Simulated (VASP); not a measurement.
Write the native input for VASP 6.6.1 that does the following.

| Quantity | Value |
| --- | --- |
| Task | single point |
| Functional | r2SCAN |
| Potentials or basis | VASP PAW PBE potentials, release 64 (Y_sv) |
| Cutoff | 520 eV |
| k mesh | 10 × 10 × 3 |
| Occupations | fermi-dirac, width 0.1 eV |
| Spin | no spin polarisation |
| Dipole correction | no |
| Further INCAR settings | ALGO = Normal; EDIFF = 1e-06; NBANDS = 30 |

Crystal: Y.

```
Y
1.0
     3.64018    0.00000    0.00000
    -1.82009    3.15249    0.00000
     0.00000    0.00000   11.62944
Y
4
Direct
  0.00000 0.00000 0.00000
  0.00000 0.00000 0.50000
  0.33333 0.66667 0.25000
  0.66667 0.33333 0.75000
```

The input as run:

POSCAR

```
Y
1.0
    3.6401797456      0.0000000000      0.0000000000
   -1.8200898728      3.1524881340      0.0000000000
    0.0000000000      0.0000000000     11.6294439465
Y
4
Direct
    0.0000000000      0.0000000000      1.0000000000
    0.0000000000      1.0000000000      0.5000000000
    0.3333333333      0.6666666667      0.2500000000
    0.6666666667      0.3333333333      0.7500000000
```

INCAR.step1

```
ALGO = Normal
EDIFF = 1E-4
ENCUT = 520
GGA = PE
ISMEAR = -1
LASPH = T
LCHARG = F
LREAL = F
LWAVE = T
NBANDS = 30
NELM = 80
PREC = Accurate
SIGMA = 0.1
```

INCAR.step2

```
ALGO = Normal
EDIFF = 1E-6
ENCUT = 520
ISIF = 2
ISMEAR = -1
ISTART = 1
LASPH = T
LCHARG = T
LELF = T
LMIXTAU = T
LREAL = F
LVHAR = T
LWAVE = F
METAGGA = R2SCAN
NBANDS = 30
NELM = 80
PREC = Accurate
SIGMA = 0.1
```

KPOINTS

```
k-points
0
Gamma
  10 10 3
```

Potentials or basis: VASP PAW PBE potentials, release 64 (Y_sv).

Command:

```sh
$ cat potpaw_PBE.64/Y_sv/POTCAR > POTCAR
$ cp INCAR.step1 INCAR
$ mpirun -np 1 vasp_std > vasp.out
$ cp INCAR.step2 INCAR
$ mpirun -np 1 vasp_std > vasp.out
```

It gave:

```yaml
Pressure: 0.1 GPa
Band_gap_on_the_k_mesh: zero (bands 22 and 23 overlap by 1.25 eV)
```

Caveat: the PAW data sets were made with another functional, which shifts forces and pressure a little.

Wall time 5.6 min on 1 thread of Intel(R) Xeon(R) 6975P-C (Granite Rapids), with other jobs on the host, peak memory 0.32 GiB.
